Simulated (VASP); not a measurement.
# CdTe (I-4m2) in VASP: a series of runs

CdTe is run at these levels: PBEsol; tasks: single point.

Program: VASP 6.6.1. These are calculated values, not measurements. Logs are shortened: lines on timing, memory, paths and dates and some standing lists are left out, and cuts for length are marked.

**1. The cell of the first run**

It takes space group I-4m2 (No. 119, tetragonal). The conventional cell has a = 4.566 Å, b = 4.566 Å, c = 6.509 Å, α = 90.00°, β = 90.00°, γ = 90.00°. Within 3.7 Å of Cd (site symmetry -4m2) lie 4 Te at 2.80 Å. Within 3.7 Å of Te (site symmetry -4m2) lie 4 Cd at 2.80 Å.

**2. Single point, PBEsol (in-plane strain -0.005)**

Input file INCAR:

```
SYSTEM = CdTe
  PREC = Accurate
  ENCUT = 520
  EDIFF = 1E-7
  ISMEAR = 0
  SIGMA = 0.01
  LREAL = .False.
  LASPH = .True.
  NELM = 100
  ALGO = Normal
  ISIF = 2
  LWAVE = .False.
  LCHARG = .False.
  GGA = PS
  NBANDS = 16
```

Input file KPOINTS:

```
regular mesh
0
Gamma
  6 6 6
  0 0 0
```

Input file POSCAR:

```
CdTe
1.0
    3.2284811178      3.2284811178      0.0000000000
   -3.2284811178      3.2284811178      0.0000000000
    0.0000000000      3.2284811178      3.2544387550
Cd Te
1 1
Direct
    0.0000000000      0.0000000000      0.0000000000
    0.7500000000      0.2500000000      0.5000000000
```

Potentials or basis: VASP PAW PBE potentials, release 64 (Cd, Te).

On the command line:

```
cat potpaw_PBE.64/Cd/POTCAR potpaw_PBE.64/Te/POTCAR > POTCAR
mpirun -np 1 vasp_std > vasp.out
```

OUTCAR:

```text
SYSTEM = CdTe
   PREC = Accurate
   ENCUT = 520
   EDIFF = 1E-7
   ISMEAR = 0
   LREAL = .False.
   LASPH = .True.
   NELM = 100
   ISIF = 2
   GGA = PS

 ion  position               nearest neighbor table
   1  0.000  0.000  0.000-   2 2.80   2 2.80   2 2.80   2 2.80
   2  0.750  0.250  0.500-   1 2.80   1 2.80   1 2.80   1 2.80

  LATTYP: Found a body centered tetragonal cell.
 ALAT       =     4.5657617827
 C/A-ratio  =     1.4255841237

  Lattice vectors:

 A1 = (   3.2284811178,   0.0000000000,  -3.2544387550)
 A2 = (  -3.2284811178,   0.0000000000,  -3.2544387550)
 A3 = (   0.0000000000,   3.2284811178,   3.2544387550)

Analysis of symmetry for initial positions (statically):
=====================================================================
 Subroutine PRICEL returns:
 Original cell was already a primitive cell.

 Routine SETGRP: Setting up the symmetry group for a
 body centered tetragonal supercell.

 Subroutine GETGRP returns: Found  8 space group operations
 (whereof  8 operations were pure point group operations)
 out of a pool of 16 trial point group operations.

The static configuration has the point symmetry D_2d.

Analysis of symmetry for dynamics (positions and initial velocities):
=====================================================================
 Subroutine PRICEL returns:
 Original cell was already a primitive cell.

 Routine SETGRP: Setting up the symmetry group for a
 body centered tetragonal supercell.

 Subroutine GETGRP returns: Found  8 space group operations
 (whereof  8 operations were pure point group operations)
 out of a pool of 16 trial point group operations.

The dynamic configuration has the point symmetry D_2d.

 Subroutine INISYM returns: Found  8 space group operations
 (whereof  8 operations are pure point group operations),
 and found     1 'primitive' translations

----------------------------------------------------------------------------------------

                                     Primitive cell

  volume of cell :      67.8426

  direct lattice vectors                    reciprocal lattice vectors
     3.228481118  3.228481118  0.000000000     0.154871589  0.154871589 -0.153636322
    -3.228481118  3.228481118  0.000000000    -0.154871589  0.154871589 -0.153636322
     0.000000000  3.228481118  3.254438755     0.000000000  0.000000000  0.307272644

  length of vectors
     4.565761783  4.565761783  4.584153350     0.267534180  0.267534180  0.307272644
[... 75 lines left out ...]
   ISPIN  =      1    spin polarized calculation?
   LNONCOLLINEAR =      F non collinear calculations
   LSORBIT =      F    spin-orbit coupling
   LASPH  =      T    aspherical Exc in radial PAW
   ENCUT  =  520.0 eV  38.22 Ry    6.18 a.u.   8.49  8.49  8.52*2*pi/ulx,y,z
   NELM   =    100;   NELMIN=  2; NELMDL= -5     # of ELM steps
   EDIFF  = 0.1E-06   stopping-criterion for ELM
   LREAL  =      F    real-space projection
   EDIFFG = 0.1E-05   stopping-criterion for IOM
   NSW    =      0    number of steps for IOM
   IBRION =     -1    ionic relax: 0-MD 1-quasi-New 2-CG
   NFREE  =      0    steps in history (QN), initial steepest desc. (CG)
   ISIF   =      2    stress and relaxation
   ISYM   =      2    0-nonsym 1-usesym 2-fastsym
   POTIM  = 0.5000    time-step for ionic-motion
   TEBEG  =    0.0;   TEEND  =   0.0 temperature during run
   PSTRESS=    0.0 pullay stress
   NELECT =      18.0000    total number of electrons
   NUPDOWN=      -1.0000    fix difference up-down
   EMIN   =  10.00;   EMAX   =-10.00  energy-range for DOS
   EFERMI =   0.00;   METHOD = LEGACY
   ISMEAR =     0;   SIGMA  =   0.01  broadening in eV -4-tet -1-fermi 0-gaus
   EFERMI_NEDOS =   21; number of points for ismear=-14 and -15
   IALGO  =     38    algorithm
   IMIX   =      4    mixing-type and parameters
     AMIX     =   0.40;   BMIX     =  1.00
     AMIX_MAG =   1.60;   BMIX_MAG =  1.00
  volume/ion in A,a.u.               =      33.92       228.91
  Fermi-wavevector in a.u.,A,eV,Ry     =   1.051957  1.987911 15.056401  1.106614
  Thomas-Fermi vector in A             =   2.187021
   LORBIT       =      0    0 simple, 1 ext, 2 COOP (PROOUT), +10 PAW based schemes
   GGA     = PS    functional components
   LHFCALC =     F    Hartree Fock is set to
   AEXX    =    0.0000 exact exchange contribution
   IVDW    =     0    specifies the selected vdW correction
   LEPSILON=     F    determine dielectric tensor
   LRPA    =     F    only Hartree local field effects (RPA)
 non-spin polarized calculation
 Gauss-broadening in eV      SIGMA  =   0.01
  energy-cutoff  :      520.00
  volume of cell :       67.84
 maximum number of plane-waves:      1848
 NGX is ok and might be reduce to    36
   NGX = 17   NGY = 17   NGZ = 17

 number of electron      17.9999996 magnetization

 Free energy of the ion-electron system (eV)
  ---------------------------------------------------
  ext. energy  EPLUGINS =         0.00000000
  ---------------------------------------------------
  free energy    TOTEN  =        -5.48241290 eV

  energy without entropy =       -5.48241290  energy(sigma->0) =       -5.48241290

 E-fermi :   2.2953     XC(G=0):  -8.7937

 val. band max:        2.2523862731   @ k =   0.0000   0.0000   0.0000
 cond. band min:       2.9126446938   @ k =   0.0000   0.0000   0.0000
 fundamental gap:      0.6602584207
 Fermi energy:         2.2952812080

 k-point     1 :       0.0000    0.0000    0.0000
  band No.  band energies     occupation
      1      -8.9863      2.00000
      2      -6.0292      2.00000
      3      -6.0272      2.00000
      4      -6.0272      2.00000
      5      -5.7616      2.00000
      6      -5.7601      2.00000
[... 433 lines left out ...]
      3      -5.9079      2.00000
      4      -5.7862      2.00000
      5      -5.7580      2.00000
      6      -5.2592      2.00000
[... 8 lines left out ...]
     15      12.6405      0.00000
     16      13.3993      0.00000

 [... further k-points ...]
[... 5 lines left out ...]
  --------------------------------------------------------------------------------------
  -------------------------------------------------------------------------------------
  Total        0.2205145      0.2205145      0.1622534      0.0000000      0.0000000      0.0000000
  in kB        5.2076890      5.2076890      3.8317906      0.0000000      0.0000000      0.0000000
  external PRESSURE =       4.7490562 kB  Pullay stress =       0.0000000 kB

 VOLUME and BASIS-vectors are now :
 -----------------------------------------------------------------------------
  energy-cutoff  :      520.00
  volume of cell :       67.84
      direct lattice vectors                 reciprocal lattice vectors
     3.228481118  3.228481118  0.000000000     0.154871589  0.154871589 -0.153636322
    -3.228481118  3.228481118  0.000000000    -0.154871589  0.154871589 -0.153636322
     0.000000000  3.228481118  3.254438755     0.000000000  0.000000000  0.307272644

 POSITION                                       TOTAL-FORCE (eV/Angst)
 -----------------------------------------------------------------------------------
      0.00000      0.00000      0.00000        -0.000000      0.000000      0.000000
      1.61424      4.84272      1.62722         0.000000     -0.000000      0.000000
 -----------------------------------------------------------------------------------
    total drift:                                0.000000      0.000000     -0.000000

  FREE ENERGIE OF THE ION-ELECTRON SYSTEM (eV)
  ---------------------------------------------------
  free  energy   TOTEN  =        -5.4824129036 eV

  energy  without entropy=       -5.4824129036  energy(sigma->0) =       -5.48241290
```

It took 34 s on 1 thread of AMD EPYC 7R13 (Zen 3), shared host; peak memory 0.18 GiB.

Results:

```yaml
Free_energy: -5.4824 eV
Pressure: 0.5 GPa
Band_gap_on_the_k_mesh: 0.66 eV, direct
```

Caveat: the cell differs from its parent crystal (in-plane strain -0.005); the PAW data sets were made with another functional, which shifts forces and pressure a little; spin-orbit coupling is left out, which moves the levels of the heavy elements.

**3. Single point, PBEsol (in-plane strain +0.005, then relaxed in part)**

Input file INCAR:

```
SYSTEM = CdTe
PREC = Accurate ; ENCUT = 520
EDIFF = 1E-6 ; ISMEAR = 0
SIGMA = 0.01 ; LREAL = .False.
LASPH = .True. ; NELM = 80
ALGO = Normal ; ISIF = 2
LWAVE = .False. ; LCHARG = .False.
GGA = PS ; NBANDS = 16
```

KPOINTS is that of step 2.

Input file POSCAR:

```
CdTe
1.0
    3.2609281642      3.2609281642      0.0000000000
   -3.2609281642      3.2609281642      0.0000000000
    0.0000000000      3.2609281642      3.2247560131
Cd Te
1 1
Direct
    0.0000000000      0.0000000000      0.0000000000
    0.7500000000      0.2500000000      0.5000000000
```

Potentials or basis: VASP PAW PBE potentials, release 64 (Cd, Te).

On the command line:

```
cat potpaw_PBE.64/Cd/POTCAR potpaw_PBE.64/Te/POTCAR > POTCAR
mpirun -np 1 vasp_std > vasp.out
```

OUTCAR:

```text
SYSTEM = CdTe
   PREC = Accurate
   ENCUT = 520
   EDIFF = 1E-6
   ISMEAR = 0
   LREAL = .False.
   LASPH = .True.
   NELM = 80
   ISIF = 2
   GGA = PS

 ion  position               nearest neighbor table
   1  0.000  0.000  0.000-   2 2.81   2 2.81   2 2.81   2 2.81
   2  0.750  0.250  0.500-   1 2.81   1 2.81   1 2.81   1 2.81

  LATTYP: Found a body centered tetragonal cell.
 ALAT       =     4.6116488357
 C/A-ratio  =     1.3985262660

  Lattice vectors:

 A1 = (   3.2609281642,   0.0000000000,  -3.2247560131)
[... 627 lines left out ...]
      4      -5.8540      2.00000
      5      -5.8261      2.00000
      6      -5.3383      2.00000
[... 8 lines left out ...]
     15      12.5436      0.00000
     16      13.3329      0.00000

 [... further k-points ...]
[... 5 lines left out ...]
  --------------------------------------------------------------------------------------
  -------------------------------------------------------------------------------------
  Total       -0.0202824     -0.0202824      0.0603519      0.0000000      0.0000000      0.0000000
  in kB       -0.4738284     -0.4738284      1.4099131      0.0000000      0.0000000      0.0000000
  external PRESSURE =       0.1540855 kB  Pullay stress =       0.0000000 kB

 VOLUME and BASIS-vectors are now :
 -----------------------------------------------------------------------------
  energy-cutoff  :      520.00
  volume of cell :       68.58
      direct lattice vectors                 reciprocal lattice vectors
     3.260928164  3.260928164  0.000000000     0.153330578  0.153330578 -0.155050490
    -3.260928164  3.260928164  0.000000000    -0.153330578  0.153330578 -0.155050490
     0.000000000  3.260928164  3.224756013     0.000000000  0.000000000  0.310100980

 POSITION                                       TOTAL-FORCE (eV/Angst)
 -----------------------------------------------------------------------------------
      0.00000      0.00000      0.00000         0.000000      0.000000      0.000000
      1.63046      4.89139      1.61238        -0.000000     -0.000000      0.000000
 -----------------------------------------------------------------------------------
    total drift:                                0.000000      0.000000     -0.000000

  FREE ENERGIE OF THE ION-ELECTRON SYSTEM (eV)
  ---------------------------------------------------
  free  energy   TOTEN  =        -5.4834068453 eV

  energy  without entropy=       -5.4834068453  energy(sigma->0) =       -5.48340685
```

OSZICAR:

```text
N       E                     dE             d eps       ncg     rms          rms(c)
DAV:   1     0.971184557159E+02    0.97118E+02   -0.84635E+03   984   0.984E+02
DAV:   2    -0.223517227837E+01   -0.99354E+02   -0.93370E+02  1160   0.231E+02
DAV:   3    -0.570843814626E+01   -0.34733E+01   -0.34686E+01  1216   0.451E+01
DAV:   4    -0.574055381086E+01   -0.32116E-01   -0.32115E-01  1472   0.378E+00
DAV:   5    -0.574065395840E+01   -0.10015E-03   -0.10015E-03  1240   0.183E-01    0.535E+00
DAV:   6    -0.550230103671E+01    0.23835E+00   -0.43388E-01  1128   0.826E+00    0.447E+00
DAV:   7    -0.548426757250E+01    0.18033E-01   -0.99095E-02  1152   0.208E+00    0.182E+00
DAV:   8    -0.548337277205E+01    0.89480E-03   -0.99924E-03  1160   0.113E+00    0.468E-01
DAV:   9    -0.548335521465E+01    0.17557E-04   -0.75837E-04  1160   0.296E-01    0.110E-01
DAV:  10    -0.548338512631E+01   -0.29912E-04   -0.10503E-04  1192   0.953E-02    0.541E-02
DAV:  11    -0.548340877290E+01   -0.23647E-04   -0.46530E-05  1160   0.401E-02    0.370E-02
DAV:  12    -0.548340699166E+01    0.17812E-05   -0.35652E-06  1160   0.130E-02    0.195E-02
DAV:  13    -0.548340684528E+01    0.14638E-06   -0.52326E-07   880   0.351E-03
   1 F= -.54834068E+01 E0= -.54834068E+01  d E =-.142476E-26
```

Run time: 30 s. Hardware: 1 thread of AMD EPYC 7R13 (Zen 3), shared host; peak memory 0.19 GiB.

What came out:

| Property | Result |
| --- | --- |
| Free energy | -5.4834 eV |
| Pressure | 0.0 GPa |
| Band gap on the k mesh | 0.61 eV, direct |

Caveat: the cell differs from its parent crystal (in-plane strain +0.005, then relaxed in part); the PAW data sets were made with another functional, which shifts forces and pressure a little; spin-orbit coupling is left out, which moves the levels of the heavy elements.

**4. Single point, PBEsol (in-plane strain +0.005)**

Input file INCAR:

```
ALGO     = Normal         # electronic algorithm
EDIFF    = 1E-6           # SCF threshold, eV
ENCUT    = 520            # plane-wave cutoff, eV
GGA      = PS             # functional
ISIF     = 2              # what is computed and relaxed
ISMEAR   = 0              # smearing method
LASPH    = T              # aspherical terms in the spheres
LCHARG   = T              # write CHGCAR
LELF     = T              # ELF
LREAL    = F              # projectors in reciprocal space
LVHAR    = T            
LWAVE    = F              # write WAVECAR
NBANDS   = 16             # bands
NELM     = 60             # most SCF steps
PREC     = Accurate       # precision mode
SIGMA    = 0.01           # smearing width, eV
```

Input file KPOINTS:

```
k-points
0
Gamma
  6 6 6
```

POSCAR: that of step 3 with these lines changed.

```diff
@@ -4,3 +4,3 @@
    -3.2609281642      3.2609281642      0.0000000000
-    0.0000000000      3.2609281642      3.2247560131
+    0.0000000000      3.2609281642      3.2349705271
 Cd Te
```

On the command line:

```
cat potpaw_PBE.64/Cd/POTCAR potpaw_PBE.64/Te/POTCAR > POTCAR
mpirun -np 1 vasp_std > vasp.out
```

It took 33 s on 1 thread of AMD EPYC 7R13 (Zen 3), shared host; peak memory 0.18 GiB.

It converged, with:

| Property | Result |
| --- | --- |
| Free energy | -5.4835 eV |
| Pressure | -0.1 GPa |
| Band gap on the k mesh | 0.61 eV, direct |

Stress tensor (GPa, compression positive):
```
-0.16  0.00  0.00
 0.00 -0.16  0.00
 0.00  0.00 -0.02
```

Levels at points of the mesh, in eV from the valence-band top:
```csv
k point,band 7,band 8,band 9,band 10,band 11,band 12
"(0.00, 0.00, 0.00)",-0.03,-0.03,0.00,0.61,4.53,4.53
"(0.50, 0.00, 0.00)",-4.43,-0.80,-0.77,1.70,5.09,5.14
"(0.50, 0.50, 0.00)",-4.33,-1.86,-1.85,2.50,2.60,8.63
"(0.00, 0.00, 0.50)",-4.29,-1.89,-1.89,2.48,2.54,8.68
```

Caveat: the cell differs from its parent crystal (in-plane strain +0.005); the PAW data sets were made with another functional, which shifts forces and pressure a little; spin-orbit coupling is left out, which moves the levels of the heavy elements.

**5. The runs side by side**

| cell | gap on the mesh (eV) | pressure (GPa) |
| --- | --- | --- |
| a = 4.566, b = 4.566, c = 4.584 Å, angles 60.1, 60.1, 90.0°, 2 atoms | 0.66 | 0.5 |
| a = 4.612, b = 4.612, c = 4.586 Å, angles 59.8, 59.8, 90.0°, 2 atoms | 0.61 | 0.0 |
| a = 4.612, b = 4.612, c = 4.593 Å, angles 59.9, 59.9, 90.0°, 2 atoms | 0.61 | -0.1 |

Alike in all rows: task single point; level PBEsol; potentials or basis VASP PAW PBE potentials, release 64 (Cd, Te); no spin polarisation; k mesh 6 × 6 × 6; cutoff (eV) 520; smearing gaussian 0.01 eV.

Caveats: the PAW data sets were made with another functional, which shifts forces and pressure a little; spin-orbit coupling is left out, which moves the levels of the heavy elements.

Total energies depend on the potentials used, so only differences within one code and one set of settings carry meaning.
